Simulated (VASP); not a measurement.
## Ti: single point with PBEsol

Ti:

```xyz
2
Lattice="3.3065 0.0000 0.0000 0.0000 3.3065 0.0000 0.0000 0.0000 3.3065" Properties=species:S:1:pos:R:3 pbc="T T T"
Ti    0.0000    0.0000    0.0000
Ti    1.6533    1.6533    1.6533
```

This cell differs from its parent crystal: equal strain along all axes, cell held: +3.0 %.

| Property | Result |
| --- | --- |
| Program | VASP 6.6.1 |
| Task | single point |
| Functional | PBEsol |
| Potentials or basis | VASP PAW PBE potentials, release 64 (Ti_sv) |
| Cutoff | 520 eV |
| k mesh | 16 × 16 × 16 |
| Occupations | gaussian, width 0.1 eV |
| Spin | no spin polarisation |

* Pressure: -8.8 GPa
* Band gap on the k mesh: zero (bands 12 and 13 overlap by 1.57 eV)

Levels at points of the mesh, in eV from the Fermi level:
```tsv
k point	band 10	band 11	band 12	band 13	band 14	band 15
(0.00, 0.00, 0.00)	-1.97	-1.97	0.95	0.95	0.95	2.63
(0.50, 0.00, 0.00)	-2.62	0.08	0.08	1.24	1.24	1.24
(0.50, 0.50, 0.00)	-2.37	-0.37	-0.37	1.04	1.04	2.61
(0.50, 0.50, 0.50)	-0.59	-0.59	-0.59	-0.59	-0.59	3.00
```

It took 82 s on 1 thread of AMD EPYC 7R13 Processor (Zen 3) (shared host), peak memory 0.19 GiB.

Caveat: the cell differs from its parent crystal (equal strain along all axes, cell held: +3.0 %); the cell stands under tension; the PAW data sets were made with another functional, which shifts forces and pressure a little.
